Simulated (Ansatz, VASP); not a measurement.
# Two plane-wave programs on Au

```
Au
1.0
     0.00000   -3.31454    0.00000
    -3.31454    0.00000    0.00000
     0.00000    0.00000   -3.31454
Au
2
Cartesian
  -1.6573 -1.8323 -1.6573
  0.0000 0.1750 0.0000
```

Change from the starting cell: mode 4 (114.2 1/cm) frozen in, largest displacement +0.175 Å.

Alike in both runs: task single point; functional PBEsol; k mesh 14 × 14 × 14; occupations gaussian, width 0.15 eV; no spin polarisation.

|  | VASP | Ansatz |
| --- | --- | --- |
| version | VASP 6.6.1 | Ansatz 0.2.0 |
| potentials or method | VASP PAW PBE potentials, release 64 (Au), cutoff 520 eV | scalar-relativistic, plane waves, PAW |
| valence electrons in the cell | 22 | 38 |

```csv
,VASP,Ansatz,Ansatz less VASP
gap on the k mesh at the Fermi level (eV),none,none,-
pressure (GPa),-2.2,-2.0,+0.23
"traceless stress, the component that is largest in VASP (GPa)",-4.55,-4.59,-0.039
rms of the force components (eV/Å),0.905,0.912,+0.0073
```

VASP's potentials were made for PBE, not for PBEsol. Atom by atom the forces differ by 0.007 eV/Å (rms over components). A gap of «none» marks a metal or a gap that the smearing closes. The functional is the same, so the differences come from potentials, cutoffs and numerics. VASP's potentials hold 22 valence electrons a cell and Ansatz's 38, so a difference there can come from the potentials and not from the codes.

Neither program's run includes spin-orbit coupling.
